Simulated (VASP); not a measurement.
Input of a VASP 6.6.1 run:

INCAR

```
SYSTEM = BaTe
ALGO = Normal ; EDIFF = 1E-7
ENCUT = 520 ; GGA = CA
ISIF = 2 ; ISMEAR = 0
LASPH = .TRUE. ; LCHARG = .FALSE.
LREAL = .FALSE. ; LWAVE = .FALSE.
NBANDS = 15 ; NELM = 100
PREC = Accurate ; SIGMA = 0.05
```

The input KPOINTS:

```
k-points
0
G
  6 6 6
  0 0 0
```

The input POSCAR:

```
BaTe
1.0
    4.4755893000      0.0000000000      0.0000000000
    0.0000000000      4.4755893000      0.0000000000
    0.0000000000      0.0000000000      4.2624660000
Ba Te
1 1
Direct
    0.0000000000      0.0000000000      0.0000000000
    0.5000000000      0.5000000000      0.5000000000
```

Potentials or basis: VASP PAW LDA potentials, release 64 (Ba_sv, Te).

Run with:

```console
$ cat potpaw_LDA.64/Ba_sv/POTCAR potpaw_LDA.64/Te/POTCAR > POTCAR
$ mpirun -np 1 vasp_std > vasp.out
```

(1) Predict the band gap on the k mesh.

(2) Predict the pressure.

## Answers

(1) 0.51 eV, direct.

(2) -4.9 GPa.

Caveat: the cell differs from its parent crystal (strain +0.050 along x and y, +0.000 along z); spin-orbit coupling is left out, which moves the levels of the heavy elements.
